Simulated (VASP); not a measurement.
# WSe2 in VASP: single point with LDA

Aim: the single point of WSe2 with LDA.

All numbers are computed with VASP 6.6.1; they aren't measurements. Logs are shortened: lines on timing, memory, paths and dates and some standing lists are left out, and cuts for length are marked.

### Step 1. The cell of the first run

The cell holds a slab with vacuum, 3 atoms: a = 3.318 Å, b = 3.318 Å, c = 16.658 Å, α = 90.00°, β = 90.00°, γ = 120.00°.

### Step 2. Single point, LDA

INCAR

```
ALGO     = Normal         # electronic algorithm
EDIFF    = 1E-7           # SCF threshold, eV
ENCUT    = 520            # plane-wave cutoff, eV
ISIF     = 2              # what is computed and relaxed
ISMEAR   = 0              # smearing method
LASPH    = True           # aspherical terms in the spheres
LCHARG   = True           # write CHGCAR
LELF     = True           # ELF
LREAL    = False          # projectors in reciprocal space
LVHAR    = True         
LWAVE    = False          # write WAVECAR
NBANDS   = 20             # bands
NELM     = 80             # most SCF steps
PREC     = Accurate       # precision mode
SIGMA    = 0.1            # smearing width, eV
```

KPOINTS

```
k-points
0
Gamma
  6 6 1
```

POSCAR

```
WSe2
1.0
    3.3179375931      0.0000000000      0.0000000000
   -1.6589687966      2.8734182438      0.0000000000
    0.0000000000      0.0000000000     16.6581424200
W Se
1 2
Direct
    0.0000000000      0.0000000000      0.0000000000
    0.3333333300      0.6666666700      0.0997865200
    0.3333333300      0.6666666700      0.9002134800
```

Potentials or basis: VASP PAW LDA potentials, release 64 (W_sv, Se).

On the command line:

```sh
cat potpaw_LDA.64/W_sv/POTCAR potpaw_LDA.64/Se/POTCAR > POTCAR
mpirun -np 1 vasp_std > vasp.out
```

OUTCAR:

```text
EDIFF = 1E-7
   ENCUT = 520
   ISIF = 2
   ISMEAR = 0
   LASPH = True
   LREAL = False
   NELM = 80
   PREC = Accurate

 ion  position               nearest neighbor table
   1  0.000  0.000  0.000-   2 2.54   3 2.54   2 2.54   3 2.54   2 2.54   3 2.54
   2  0.333  0.667  0.100-   1 2.54   1 2.54   1 2.54
   3  0.333  0.667  0.900-   1 2.54   1 2.54   1 2.54

  LATTYP: Found a hexagonal cell.
 ALAT       =     3.3179375931
 C/A-ratio  =     5.0206316281

  Lattice vectors:

 A1 = (   3.3179375931,   0.0000000000,   0.0000000000)
 A2 = (  -1.6589687966,   2.8734182438,   0.0000000000)
 A3 = (   0.0000000000,   0.0000000000,  16.6581424200)

Analysis of symmetry for initial positions (statically):
=====================================================================
 Subroutine PRICEL returns:
 Original cell was already a primitive cell.

 Routine SETGRP: Setting up the symmetry group for a
 hexagonal supercell.

 Subroutine GETGRP returns: Found 12 space group operations
 (whereof 12 operations were pure point group operations)
 out of a pool of 24 trial point group operations.

The static configuration has the point symmetry D_3h.

Analysis of symmetry for dynamics (positions and initial velocities):
=====================================================================
 Subroutine PRICEL returns:
 Original cell was already a primitive cell.

 Routine SETGRP: Setting up the symmetry group for a
 hexagonal supercell.

 Subroutine GETGRP returns: Found 12 space group operations
 (whereof 12 operations were pure point group operations)
 out of a pool of 24 trial point group operations.

The dynamic configuration has the point symmetry D_3h.

 Subroutine INISYM returns: Found 12 space group operations
 (whereof 12 operations are pure point group operations),
 and found     1 'primitive' translations

----------------------------------------------------------------------------------------

                                     Primitive cell

  volume of cell :     158.8158

  direct lattice vectors                    reciprocal lattice vectors
     3.317937593  0.000000000  0.000000000     0.301392046  0.174008779  0.000000000
    -1.658968797  2.873418244  0.000000000     0.000000000  0.348017558  0.000000000
     0.000000000  0.000000000 16.658142420     0.000000000  0.000000000  0.060030703

  length of vectors
     3.317937593  3.317937593 16.658142420     0.348017558  0.348017558  0.060030703

  position of ions in fractional coordinates (direct lattice)
     0.000000000  0.000000000  0.000000000
     0.333333330  0.666666670  0.099786520
     0.333333330  0.666666670  0.900213480

  ion indices of the primitive-cell ions
   primitive index   ion index
                 1           1
                 2           2
                 3           3

----------------------------------------------------------------------------------------

 KPOINTS: k-points

Automatic generation of k-mesh.
 Grid dimensions read from file:
 generate k-points for:    6    6    1

 Generating k-lattice:

  Cartesian coordinates                     Fractional coordinates (reciprocal lattice)
     0.050232008  0.029001463  0.000000000     0.166666667  0.000000000  0.000000000
     0.000000000  0.058002926  0.000000000     0.000000000  0.166666667  0.000000000
     0.000000000  0.000000000  0.060030703     0.000000000  0.000000000  1.000000000

  Length of vectors
     0.058002926  0.058002926  0.060030703

  Shift w.r.t. Gamma in fractional coordinates (k-lattice)
     0.000000000  0.000000000  0.000000000

 Subroutine IBZKPT returns following result:
 ===========================================

 Found      7 irreducible k-points:

 Following reciprocal coordinates:
            Coordinates               Weight
  0.000000  0.000000  0.000000      1.000000
  0.166667  0.000000  0.000000      6.000000
  0.333333  0.000000  0.000000      6.000000
  0.500000  0.000000  0.000000      3.000000
  0.166667  0.166667  0.000000      6.000000
  0.333333  0.166667  0.000000     12.000000
  0.333333  0.333333  0.000000      2.000000
   k-points           NKPTS =      7   k-points in BZ     NKDIM =      7   number of bands    NBANDS=     20
   number of dos      NEDOS =    301   number of ions     NIONS =      3
   total plane-waves  NPLWV =  98784
   dimension x,y,z NGX =    28 NGY =   28 NGZ =  126
   dimension x,y,z NGXF=    56 NGYF=   56 NGZF=  252
   ions per type =               1   2
   NGX,Y,Z   is equivalent  to a cutoff of  14.03, 14.03, 12.57 a.u.
   NGXF,Y,Z  is equivalent  to a cutoff of  28.06, 28.06, 25.15 a.u.
 SYSTEM =  unknown system
   PREC   = accura    normal or accurate (medium, high low for compatibility)
   ISTART =      0    job   : 0-new  1-cont  2-samecut
   ICHARG =      2    charge: 1-file 2-atom 10-const
   ISPIN  =      1    spin polarized calculation?
   LNONCOLLINEAR =      F non collinear calculations
   LSORBIT =      F    spin-orbit coupling
   LASPH  =      T    aspherical Exc in radial PAW
   ENCUT  =  520.0 eV  38.22 Ry    6.18 a.u.   6.17  6.17 30.97*2*pi/ulx,y,z
   NELM   =     80;   NELMIN=  2; NELMDL= -5     # of ELM steps
   EDIFF  = 0.1E-06   stopping-criterion for ELM
   LREAL  =      F    real-space projection
   EDIFFG = 0.1E-05   stopping-criterion for IOM
   NSW    =      0    number of steps for IOM
   IBRION =     -1    ionic relax: 0-MD 1-quasi-New 2-CG
   NFREE  =      0    steps in history (QN), initial steepest desc. (CG)
   ISIF   =      2    stress and relaxation
   ISYM   =      2    0-nonsym 1-usesym 2-fastsym
   POTIM  = 0.5000    time-step for ionic-motion
   TEBEG  =    0.0;   TEEND  =   0.0 temperature during run
   PSTRESS=    0.0 pullay stress
   NELECT =      26.0000    total number of electrons
   NUPDOWN=      -1.0000    fix difference up-down
   EMIN   =  10.00;   EMAX   =-10.00  energy-range for DOS
   EFERMI =   0.00;   METHOD = LEGACY
   ISMEAR =     0;   SIGMA  =   0.10  broadening in eV -4-tet -1-fermi 0-gaus
   EFERMI_NEDOS =   21; number of points for ismear=-14 and -15
   IALGO  =     38    algorithm
   IMIX   =      4    mixing-type and parameters
     AMIX     =   0.40;   BMIX     =  1.00
     AMIX_MAG =   1.60;   BMIX_MAG =  1.00
  volume/ion in A,a.u.               =      52.94       357.25
  Fermi-wavevector in a.u.,A,eV,Ry     =   0.895574  1.692389 10.912587  0.802053
  Thomas-Fermi vector in A             =   2.017923
   LORBIT       =      0    0 simple, 1 ext, 2 COOP (PROOUT), +10 PAW based schemes
   GGA     = CA    functional components
   LHFCALC =     F    Hartree Fock is set to
   AEXX    =    0.0000 exact exchange contribution
   IVDW    =     0    specifies the selected vdW correction
   LEPSILON=     F    determine dielectric tensor
   LRPA    =     F    only Hartree local field effects (RPA)
 non-spin polarized calculation
 Gauss-broadening in eV      SIGMA  =   0.10
  energy-cutoff  :      520.00
  volume of cell :      158.82
 maximum number of plane-waves:      4296
 NGX is ok and might be reduce to    28
   NGX = 13   NGY = 13   NGZ = 61

 number of electron      25.9999998 magnetization

 Free energy of the ion-electron system (eV)
  ---------------------------------------------------
  ext. energy  EPLUGINS =         0.00000000
  ---------------------------------------------------
  free energy    TOTEN  =       -24.08075887 eV

  energy without entropy =      -24.08075887  energy(sigma->0) =      -24.08075887

 E-fermi :  -0.6225     XC(G=0):  -4.8642

 val. band max:       -1.0789908043   @ k =   0.3333   0.3333   0.0000
 cond. band min:       0.4351693189   @ k =   0.3333   0.3333   0.0000
 fundamental gap:      1.5141601232
 Fermi energy:        -0.6224962914

 k-point     1 :       0.0000    0.0000    0.0000
  band No.  band energies     occupation
      1     -74.6578      2.00000
      2     -39.1510      2.00000
      3     -39.0338      2.00000
      4     -39.0338      2.00000
      5     -15.7776      2.00000
      6     -14.4941      2.00000
[... 12 lines left out ...]
     19       4.1007      0.00000
     20       4.2742      0.00000

 k-point     2 :       0.1667    0.0000    0.0000
  band No.  band energies     occupation
      1     -74.6555      2.00000
      2     -39.1404      2.00000
      3     -39.0887      2.00000
      4     -39.0467      2.00000
      5     -15.3857      2.00000
      6     -14.3049      2.00000
[... 12 lines left out ...]
     19       4.6189      0.00000
     20       5.2865      0.00000

 k-point     3 :       0.3333    0.0000    0.0000
  band No.  band energies     occupation
      1     -74.6508      2.00000
      2     -39.1969      2.00000
      3     -39.1194      2.00000
      4     -39.0724      2.00000
      5     -14.4522      2.00000
      6     -13.8659      2.00000
[... 12 lines left out ...]
     19       5.5451      0.00000
     20       5.7536      0.00000

 k-point     4 :       0.5000    0.0000    0.0000
  band No.  band energies     occupation
      1     -74.6484      2.00000
      2     -39.2502      2.00000
      3     -39.1088      2.00000
      4     -39.0852      2.00000
      5     -13.8559      2.00000
      6     -13.6035      2.00000
[... 12 lines left out ...]
     19       6.0082      0.00000
     20       6.0471      0.00000

 k-point     5 :       0.1667    0.1667    0.0000
  band No.  band energies     occupation
      1     -74.6519      2.00000
      2     -39.1599      2.00000
      3     -39.1246      2.00000
      4     -39.0763      2.00000
      5     -14.7142      2.00000
      6     -13.9838      2.00000
[... 12 lines left out ...]
     19       5.5294      0.00000
     20       6.2812      0.00000

 k-point     6 :       0.3333    0.1667    0.0000
  band No.  band energies     occupation
      1     -74.6484      2.00000
      2     -39.2232      2.00000
      3     -39.1129      2.00000
      4     -39.1088      2.00000
      5     -13.8825      2.00000
      6     -13.5978      2.00000
[... 12 lines left out ...]
     19       6.5037      0.00000
     20       6.7781      0.00000

 k-point     7 :       0.3333    0.3333    0.0000
  band No.  band energies     occupation
      1     -74.6473      2.00000
      2     -39.1966      2.00000
      3     -39.1731      2.00000
      4     -39.1035      2.00000
      5     -13.5746      2.00000
      6     -13.4424      2.00000
[... 12 lines left out ...]
     19       5.3418      0.00000
     20       7.5504      0.00000

------------------------ aborting loop because EDIFF is reached ----------------------------------------

  FORCE on cell =-STRESS in cart. coord.  units (eV):
  Direction    XX          YY          ZZ          XY          YZ          ZX
  --------------------------------------------------------------------------------------
  -------------------------------------------------------------------------------------
  Total       -2.1485967     -2.1485967     -1.0929047      0.0000000      0.0000000      0.0000000
  in kB      -21.6756366    -21.6756366    -11.0255239      0.0000000      0.0000000      0.0000000
  external PRESSURE =     -18.1255990 kB  Pullay stress =       0.0000000 kB

 VOLUME and BASIS-vectors are now :
 -----------------------------------------------------------------------------
  energy-cutoff  :      520.00
  volume of cell :      158.82
      direct lattice vectors                 reciprocal lattice vectors
     3.317937593  0.000000000  0.000000000     0.301392046  0.174008779  0.000000000
    -1.658968797  2.873418244  0.000000000     0.000000000  0.348017558  0.000000000
     0.000000000  0.000000000 16.658142420     0.000000000  0.000000000  0.060030703

 POSITION                                       TOTAL-FORCE (eV/Angst)
 -----------------------------------------------------------------------------------
      0.00000      0.00000      0.00000        -0.000000      0.000000      0.000000
     -0.00000      1.91561      1.66226         0.000000     -0.000000     -0.325202
     -0.00000      1.91561     14.99588        -0.000000      0.000000      0.325202
 -----------------------------------------------------------------------------------
    total drift:                                0.000012     -0.000007      0.000000

  FREE ENERGIE OF THE ION-ELECTRON SYSTEM (eV)
  ---------------------------------------------------
  free  energy   TOTEN  =       -24.0807588706 eV

  energy  without entropy=      -24.0807588706  energy(sigma->0) =      -24.08075887
```

It took 96 s on 1 thread of AMD EPYC 7R13, shared host; peak memory 0.21 GiB.

Results:

* Free energy: -24.0808 eV
* Largest force: 0.325 eV/Å
* Band gap on the k mesh: 1.51 eV, direct

Forces on the atoms (eV/Å):
```
W    0.000  0.000  0.000
Se   0.000  0.000 -0.325
Se   0.000  0.000  0.325
```

Levels at points of the mesh, in eV from the valence-band top:
| k point | band 9 | band 10 | band 11 | band 12 | band 13 | band 14 | band 15 | band 16 | band 17 | band 18 |
| --- | --- | --- | --- | --- | --- | --- | --- | --- | --- | --- |
| (0.00, 0.00, 0.00) | -2.39 | -2.06 | -1.26 | -1.26 | -0.26 | 2.93 | 2.93 | 3.14 | 3.14 | 4.31 |
| (0.50, 0.00, 0.00) | -4.11 | -3.00 | -2.03 | -0.92 | -0.92 | 2.33 | 2.72 | 3.70 | 4.35 | 4.43 |

Caveat: spin-orbit coupling is left out, which moves the levels of the heavy elements.
